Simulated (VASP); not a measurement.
# WC in VASP: single point with LDA

Aim: the single point of WC with LDA.

Everything below comes from runs of VASP 6.6.1. Logs are shortened: lines on timing, memory, paths and dates and some standing lists are left out, and cuts for length are marked.

## Step 1: The cell of the first run

The cell holds a slab with vacuum, 10 atoms: a = 2.884 Å, b = 2.884 Å, c = 27.656 Å, α = 90.00°, β = 90.00°, γ = 120.00°.

## Step 2: Single point, LDA

INCAR

```
ALGO = Normal ; DIPOL = 0.5 0.5 0.500
EDIFF = 1E-6 ; ENCUT = 1000
GGA_COMPAT = False ; IDIPOL = 3
ISIF = 2 ; ISMEAR = 0
LASPH = True ; LCHARG = True
LDIPOL = True ; LELF = True
LREAL = False ; LVACPOTAV = True
LVHAR = True ; LWAVE = False
NBANDS = 56 ; NELM = 120
NELMDL = -8 ; PREC = Accurate
SIGMA = 0.1
```

KPOINTS

```
k-points
0
Gamma
  12 12 1
```

POSCAR

```
WC
1.0
    2.8835783792      0.0000000000      0.0000000000
   -1.4417891896      2.4972521302      0.0000000000
    0.0000000000      0.0000000000     27.6561642501
C W
5 5
Direct
    0.6666666667      0.3333333333      0.2799580548
    0.6666666667      0.3333333333      0.3731756153
    0.6666666667      0.3333333333      0.4740510721
    0.6666666667      0.3333333333      0.5758651279
    0.6666666667      0.3333333333      0.6779966714
    0.0000000000      0.0000000000      0.3191775453
    0.0000000000      0.0000000000      0.4225960066
    0.0000000000      0.0000000000      0.5243599723
    0.0000000000      0.0000000000      0.6262772130
    0.0000000000      0.0000000000      0.7265427213
```

Potentials or basis: VASP PAW LDA potentials, release 64 (C_h, W_sv).

Started as:

```sh
$ cat potpaw_LDA.64/C_h/POTCAR potpaw_LDA.64/W_sv/POTCAR > POTCAR
$ mpirun -np 1 vasp_std > vasp.out
```

OUTCAR:

```text
EDIFF = 1E-6
   ENCUT = 1000
   ISIF = 2
   ISMEAR = 0
   LASPH = True
   LREAL = False
   NELM = 120
   NELMDL = -8
   PREC = Accurate

 ion  position               nearest neighbor table
   1  0.667  0.333  0.280-   6 1.99   6 1.99   6 1.99
   2  0.667  0.333  0.373-   7 2.15   7 2.15   7 2.15   6 2.24   6 2.24   6 2.24
   3  0.667  0.333  0.474-   8 2.17   8 2.17   8 2.17   7 2.19   7 2.19   7 2.19
   4  0.667  0.333  0.576-   9 2.17   9 2.17   9 2.17   8 2.19   8 2.19   8 2.19
   5  0.667  0.333  0.678-  10 2.14  10 2.14  10 2.14   9 2.19   9 2.19   9 2.19
   6  0.000  0.000  0.319-   1 1.99   1 1.99   1 1.99   2 2.24   2 2.24   2 2.24   7 2.86
   7  0.000  0.000  0.423-   2 2.15   2 2.15   2 2.15   3 2.19   3 2.19   3 2.19   8 2.81   6 2.86

   8  0.000  0.000  0.524-   3 2.17   3 2.17   3 2.17   4 2.19   4 2.19   4 2.19   7 2.81   9 2.82

   9  0.000  0.000  0.626-   4 2.17   4 2.17   4 2.17   5 2.19   5 2.19   5 2.19  10 2.77   8 2.82

  10  0.000  0.000  0.727-   5 2.14   5 2.14   5 2.14   9 2.77

  LATTYP: Found a hexagonal cell.
 ALAT       =     2.8835783792
 C/A-ratio  =     9.5909181625

  Lattice vectors:

 A1 = (   2.8835783792,   0.0000000000,   0.0000000000)
 A2 = (  -1.4417891896,   2.4972521302,   0.0000000000)
 A3 = (   0.0000000000,   0.0000000000,  27.6561642501)

Analysis of symmetry for initial positions (statically):
=====================================================================
 Subroutine PRICEL returns:
 Original cell was already a primitive cell.

 Routine SETGRP: Setting up the symmetry group for a
 hexagonal supercell.

 Subroutine GETGRP returns: Found  6 space group operations
 (whereof  6 operations were pure point group operations)
 out of a pool of 24 trial point group operations.

The static configuration has the point symmetry C_3v.

Analysis of symmetry for dynamics (positions and initial velocities):
=====================================================================
 Subroutine PRICEL returns:
 Original cell was already a primitive cell.

 Routine SETGRP: Setting up the symmetry group for a
 hexagonal supercell.

 Subroutine GETGRP returns: Found  6 space group operations
 (whereof  6 operations were pure point group operations)
 out of a pool of 24 trial point group operations.

The dynamic configuration has the point symmetry C_3v.

 Subroutine INISYM returns: Found  6 space group operations
 (whereof  6 operations are pure point group operations),
 and found     1 'primitive' translations

----------------------------------------------------------------------------------------

                                     Primitive cell

  volume of cell :     199.1527

  direct lattice vectors                    reciprocal lattice vectors
     2.883578379  0.000000000  0.000000000     0.346791336  0.200220071  0.000000000
    -1.441789190  2.497252130  0.000000000     0.000000000  0.400440143  0.000000000
     0.000000000  0.000000000 27.656164250     0.000000000  0.000000000  0.036158304

  length of vectors
     2.883578379  2.883578379 27.656164250     0.400440143  0.400440143  0.036158304

  position of ions in fractional coordinates (direct lattice)
     0.666666667  0.333333333  0.279958055
     0.666666667  0.333333333  0.373175615
     0.666666667  0.333333333  0.474051072
     0.666666667  0.333333333  0.575865128
     0.666666667  0.333333333  0.677996671
     0.000000000  0.000000000  0.319177545
     0.000000000  0.000000000  0.422596007
     0.000000000  0.000000000  0.524359972
     0.000000000  0.000000000  0.626277213
     0.000000000  0.000000000  0.726542721

  ion indices of the primitive-cell ions
   primitive index   ion index
                 1           1
                 2           2
                 3           3
                 4           4
                 5           5
                 6           6
                 7           7
                 8           8
                 9           9
                10          10

----------------------------------------------------------------------------------------

 KPOINTS: k-points

Automatic generation of k-mesh.
 Grid dimensions read from file:
 generate k-points for:   12   12    1

 Generating k-lattice:

  Cartesian coordinates                     Fractional coordinates (reciprocal lattice)
     0.028899278  0.016685006  0.000000000     0.083333333 -0.000000000  0.000000000
     0.000000000  0.033370012  0.000000000     0.000000000  0.083333333  0.000000000
     0.000000000  0.000000000  0.036158304     0.000000000  0.000000000  1.000000000

  Length of vectors
     0.033370012  0.033370012  0.036158304

  Shift w.r.t. Gamma in fractional coordinates (k-lattice)
     0.000000000  0.000000000  0.000000000

 Subroutine IBZKPT returns following result:
 ===========================================

 Found     19 irreducible k-points:

 Following reciprocal coordinates:
            Coordinates               Weight
  0.000000  0.000000  0.000000      1.000000
  0.083333  0.000000  0.000000      6.000000
  0.166667  0.000000  0.000000      6.000000
  0.250000  0.000000  0.000000      6.000000
  0.333333  0.000000  0.000000      6.000000
  0.416667  0.000000  0.000000      6.000000
[... 11 lines left out ...]
  0.333333  0.250000  0.000000     12.000000
  0.333333  0.333333  0.000000      2.000000
   k-points           NKPTS =     19   k-points in BZ     NKDIM =     19   number of bands    NBANDS=     56
   number of dos      NEDOS =    301   number of ions     NIONS =     10
   total plane-waves  NPLWV = 259200
   dimension x,y,z NGX =    30 NGY =   30 NGZ =  288
   dimension x,y,z NGXF=    60 NGYF=   60 NGZF=  576
   ions per type =               5   5
   NGX,Y,Z   is equivalent  to a cutoff of  17.30, 17.30, 17.31 a.u.
   NGXF,Y,Z  is equivalent  to a cutoff of  34.59, 34.59, 34.62 a.u.
 SYSTEM =  unknown system
   PREC   = accura    normal or accurate (medium, high low for compatibility)
   ISTART =      0    job   : 0-new  1-cont  2-samecut
   ICHARG =      2    charge: 1-file 2-atom 10-const
   ISPIN  =      1    spin polarized calculation?
   LNONCOLLINEAR =      F non collinear calculations
   LSORBIT =      F    spin-orbit coupling
   LASPH  =      T    aspherical Exc in radial PAW
   ENCUT  = 1000.0 eV  73.50 Ry    8.57 a.u.   7.44  7.44 71.31*2*pi/ulx,y,z
   NELM   =    120;   NELMIN=  2; NELMDL= -8     # of ELM steps
   EDIFF  = 0.1E-05   stopping-criterion for ELM
   LREAL  =      F    real-space projection
   EDIFFG = 0.1E-04   stopping-criterion for IOM
   NSW    =      0    number of steps for IOM
   IBRION =     -1    ionic relax: 0-MD 1-quasi-New 2-CG
   NFREE  =      0    steps in history (QN), initial steepest desc. (CG)
   ISIF   =      2    stress and relaxation
   ISYM   =      2    0-nonsym 1-usesym 2-fastsym
   POTIM  = 0.5000    time-step for ionic-motion
   TEBEG  =    0.0;   TEEND  =   0.0 temperature during run
   PSTRESS=    0.0 pullay stress
   NELECT =      90.0000    total number of electrons
   NUPDOWN=      -1.0000    fix difference up-down
   EMIN   =  10.00;   EMAX   =-10.00  energy-range for DOS
   EFERMI =   0.00;   METHOD = LEGACY
   ISMEAR =     0;   SIGMA  =   0.10  broadening in eV -4-tet -1-fermi 0-gaus
   EFERMI_NEDOS =   21; number of points for ismear=-14 and -15
   IALGO  =     38    algorithm
   IMIX   =      4    mixing-type and parameters
     AMIX     =   0.40;   BMIX     =  1.00
     AMIX_MAG =   1.60;   BMIX_MAG =  1.00
  volume/ion in A,a.u.               =      19.92       134.39
  Fermi-wavevector in a.u.,A,eV,Ry     =   1.256301  2.374064 21.473962  1.578292
  Thomas-Fermi vector in A             =   2.390015
   LORBIT       =      0    0 simple, 1 ext, 2 COOP (PROOUT), +10 PAW based schemes
   GGA     = CA    functional components
   LHFCALC =     F    Hartree Fock is set to
   AEXX    =    0.0000 exact exchange contribution
   IVDW    =     0    specifies the selected vdW correction
   LEPSILON=     F    determine dielectric tensor
   LRPA    =     F    only Hartree local field effects (RPA)
 non-spin polarized calculation
 Gauss-broadening in eV      SIGMA  =   0.10
  energy-cutoff  :     1000.00
  volume of cell :      199.15
 maximum number of plane-waves:     14405
 NGX is ok and might be reduce to    30
   NGX = 15   NGY = 15   NGZ =143

 dipolmoment           0.000000      0.000000      0.010735 electrons x Angstroem

 number of electron      90.0000003 magnetization

 dipolmoment           0.000000      0.000000     -0.049423 electrons x Angstroem

 Free energy of the ion-electron system (eV)
  ---------------------------------------------------
  ext. energy  EPLUGINS =         0.00000000
  ---------------------------------------------------
  free energy    TOTEN  =      -118.65918191 eV

  energy without entropy =     -118.64593912  energy(sigma->0) =     -118.65256052

 E-fermi :   3.1783     XC(G=0):  -7.9386

 val. band max:        3.1549512491   @ k =   0.5000   0.0000   0.0000
 cond. band min:       3.1908841046   @ k =   0.0833   0.0833   0.0000
 fundamental gap:      0.0359328555
 Fermi energy:         3.1783200184

 k-point     1 :       0.0000    0.0000    0.0000
  band No.  band energies     occupation
      1     -70.5572      2.00000
      2     -70.4571      2.00000
      3     -70.3492      2.00000
      4     -70.2334      2.00000
      5     -70.1963      2.00000
      6     -35.5131      2.00000
[... 48 lines left out ...]
     55       6.0546      0.00000
     56       6.7292      0.00000

 k-point     2 :       0.0833    0.0000    0.0000
  band No.  band energies     occupation
      1     -70.5528      2.00000
      2     -70.4528      2.00000
      3     -70.3448      2.00000
      4     -70.2289      2.00000
      5     -70.1916      2.00000
      6     -35.5015      2.00000
[... 996 lines left out ...]
  band No.  band energies     occupation
      1     -70.4820      2.00000
      2     -70.3852      2.00000
      3     -70.2742      2.00000
      4     -70.1578      2.00000
      5     -70.1171      2.00000
      6     -35.3206      2.00000
[... 48 lines left out ...]
     55       8.0511      0.00000
     56       8.5194      0.00000

------------------------ aborting loop because EDIFF is reached ----------------------------------------

  FORCE on cell =-STRESS in cart. coord.  units (eV):
  Direction    XX          YY          ZZ          XY          YZ          ZX
  --------------------------------------------------------------------------------------
  -------------------------------------------------------------------------------------
  Total        2.1490103      2.1490103      1.6705857     -0.0000000      0.0000000      0.0000000
  in kB       17.2887253     17.2887253     13.4398133     -0.0000000      0.0000000      0.0000000
  external PRESSURE =      16.0057546 kB  Pullay stress =       0.0000000 kB

 VOLUME and BASIS-vectors are now :
 -----------------------------------------------------------------------------
  energy-cutoff  :     1000.00
  volume of cell :      199.15
      direct lattice vectors                 reciprocal lattice vectors
     2.883578379  0.000000000  0.000000000     0.346791336  0.200220071  0.000000000
    -1.441789190  2.497252130  0.000000000     0.000000000  0.400440143  0.000000000
     0.000000000  0.000000000 27.656164250     0.000000000  0.000000000  0.036158304

 POSITION                                       TOTAL-FORCE (eV/Angst)
 -----------------------------------------------------------------------------------
      1.44179      0.83242      7.74257         0.000000     -0.000000     -0.166800
      1.44179      0.83242     10.32061        -0.000000     -0.000000     -0.012651
      1.44179      0.83242     13.11043         0.000000      0.000000     -0.005780
      1.44179      0.83242     15.92622         0.000000      0.000000     -0.004421
      1.44179      0.83242     18.75079         0.000000     -0.000000      0.007802
      0.00000      0.00000      8.82723        -0.000000      0.000000      0.041966
      0.00000      0.00000     11.68738        -0.000000      0.000000      0.001038
      0.00000      0.00000     14.50179        -0.000000     -0.000000      0.005931
      0.00000      0.00000     17.32043        -0.000000      0.000000      0.002875
      0.00000      0.00000     20.09338        -0.000000      0.000000      0.130040
 -----------------------------------------------------------------------------------
    total drift:                               -0.000000      0.000000      0.003120

  FREE ENERGIE OF THE ION-ELECTRON SYSTEM (eV)
  ---------------------------------------------------
  free  energy   TOTEN  =      -118.6591819140 eV

  energy  without entropy=     -118.6459391172  energy(sigma->0) =     -118.65256052

 vacuum level on the upper side and lower side of the slab         8.310         9.560
```

Run time: 37 min. Hardware: 1 thread of Intel Xeon Platinum 8259CL at 2.50GHz (Skylake/Cascade Lake), shared host; peak memory 0.7 GiB.

Results:

```yaml
Free_energy: -118.6592 eV
Largest_force: 0.167 eV/Å
Band_gap_on_the_k_mesh: zero (bands 45 and 46 overlap by 0.86 eV)
```

Forces on the atoms (eV/Å):
```
C    0.000  0.000 -0.167
C    0.000  0.000 -0.013
C    0.000  0.000 -0.006
C    0.000  0.000 -0.004
C    0.000  0.000  0.008
W    0.000  0.000  0.042
W    0.000  0.000  0.001
W    0.000  0.000  0.006
W    0.000  0.000  0.003
W    0.000  0.000  0.130
```

Caveat: spin-orbit coupling is left out, which moves the levels of the heavy elements.

The gap in the log of VASP goes by the Fermi energy; the results here count the filled bands.